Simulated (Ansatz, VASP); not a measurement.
Mg in VASP and in Ansatz

The input INCAR:

```
  PREC = Accurate
  ENCUT = 520
  EDIFF = 1E-8
  ISMEAR = -1
  SIGMA = 0.08
  LREAL = False
  LASPH = True
  NELM = 60
  ALGO = Normal
  ISIF = 2
  LWAVE = False
  LCHARG = False
  GGA = PS
  LEFG = True
  NBANDS = 9
```

Contents of KPOINTS:

```
regular mesh
0
Gamma
  12 12 7
```

The input POSCAR:

```
Mg
1.0
    3.2092715325     -0.0160463577     -0.0160463577
   -1.6185323196      2.7873338536     -0.0058733745
   -0.0260516500     -0.0260516500      5.2103300000
Mg
2
Direct
    0.3333333333      0.6666666667      0.2500000000
    0.6666666667      0.3333333333      0.7500000000
```

Input for Ansatz:

```yaml
crystal:
  lattice:
    - [3.2092715325, -0.0160463577, -0.0160463577]
    - [-1.6185323196, 2.7873338536, -0.0058733745]
    - [-0.02605165, -0.02605165, 5.21033]
  atoms:
    - { symbol: Mg, position: [0.3333333333, 0.6666666667, 0.25] }
    - { symbol: Mg, position: [0.6666666667, 0.3333333333, 0.75] }
kpoints:
  mp_grid: { grid: [12, 12, 7] }
scf:
  occupations: { method: fermi_dirac, width: 0.08 }
hamiltonian:
  xc: pbesol
  pseudopotentials: { kind: paw }
output:
  forces: true
  stress: true
  eigenvalues: true
  efg: { contact_densities: true }
  write_density: true
  write_potential: true
  elf: true
  volumetric_format: npy
```

Change from the starting cell: equal xy, yz and zx shear strains of -1 %, PAW files.

Alike in both runs: task electric field gradients; functional PBEsol; k mesh 12 × 12 × 7; occupations fermi-dirac, width 0.08 eV; no spin polarisation.

|  | VASP | Ansatz |
| --- | --- | --- |
| version | VASP 6.6.1 | Ansatz 0.2.0 |
| potentials or method | VASP PAW PBE potentials, release 64 (Mg) | PAW with Ansatz's default frozen-core files, scalar-relativistic |
| plane-wave cutoff (eV) | 520 | 420 |
| valence electrons in the cell | 4 | 20 |

|  | VASP | Ansatz | Ansatz less VASP |
| --- | --- | --- | --- |
| pressure (GPa) | -1.2 | -1.1 | +0.06 |
| traceless stress, the component that is largest in VASP (GPa) | -0.49 | -0.49 | +0.002 |
| rms of the force components (eV/Å) | 0.005 | 0.005 | 0.0000 |
| size of Vzz on the site where it differs most (V/Å²) | 1.0 | 1.1 | +0.06 |

VASP's potentials were made for PBE, not for PBEsol. Atom by atom the forces differ by 0.000 eV/Å (rms over components). VASP's potentials hold 4 valence electrons a cell and Ansatz's 20, so a difference there can come from the potentials and not from the codes.
